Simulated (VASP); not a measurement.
## Sn2Sb3Te: single point with PBE

Sn2Sb3Te:

```
Sn Sb Te
1.0
     4.43003    0.00000    0.00000
    -2.21501    3.83652    0.00000
     0.00000    0.00000   10.80129
Sn Sb Te
2 3 1
Direct
  0.33333 0.66667 0.17634
  0.66667 0.33333 0.82366
  0.33333 0.66667 0.66488
  0.00000 0.00000 0.50000
  0.66667 0.33333 0.33512
  0.00000 0.00000 0.00000
```

| Quantity | Value |
| --- | --- |
| Program | VASP 6.6.1 |
| Task | single point |
| Functional | PBE |
| Potentials or basis | VASP PAW PBE potentials, release 64 (Sn_d, Sb, Te) |
| Cutoff | 520 eV |
| k mesh | 6 × 6 × 2 |
| Occupations | gaussian, width 0.2 eV |
| Spin | no spin polarisation |
| Dipole correction | no |
| Further INCAR settings | ALGO = Fast; EDIFF = 1e-06; NBANDS = 34 |

| Quantity | Value |
| --- | --- |
| Pressure | 0.1 GPa |
| Largest force | 0.022 eV/Å |
| Band gap on the k mesh | zero (an odd number of electrons rules out a gap without spin polarisation) |

Forces in eV/Å, atoms in the order of the input:
```
Sn   0.000  0.000  0.022
Sn   0.000  0.000 -0.022
Sb   0.000  0.000  0.018
Sb   0.000  0.000  0.000
Sb   0.000  0.000 -0.018
Te   0.000  0.000  0.000
```

Stress tensor (GPa, compression positive):
```
-0.11  0.00  0.00
 0.00 -0.11  0.00
 0.00  0.00  0.43
```

Levels at points of the mesh, in eV from the Fermi level:
| k point | band 22 | band 23 | band 24 | band 25 | band 26 | band 27 |
| --- | --- | --- | --- | --- | --- | --- |
| (0.00, 0.00, 0.00) | -0.78 | -0.78 | -0.10 | 0.05 | 0.66 | 0.66 |
| (0.50, 0.00, 0.00) | -2.30 | -1.68 | -1.58 | -1.18 | 1.43 | 2.08 |
| (0.00, 0.00, 0.50) | -0.65 | -0.65 | -0.54 | 0.24 | 0.24 | 0.52 |
| (0.50, 0.00, 0.50) | -2.58 | -0.80 | -0.78 | 0.24 | 0.28 | 0.53 |

Run time: 70 s on 1 thread of Oxide Virtual Turin-like Processor, on a shared host, peak memory 0.32 GiB.

Caveat: spin-orbit coupling is left out, which moves the levels of the heavy elements; an odd number of electrons without spin polarisation forces a metal; a magnetic or distorted state may lie lower.
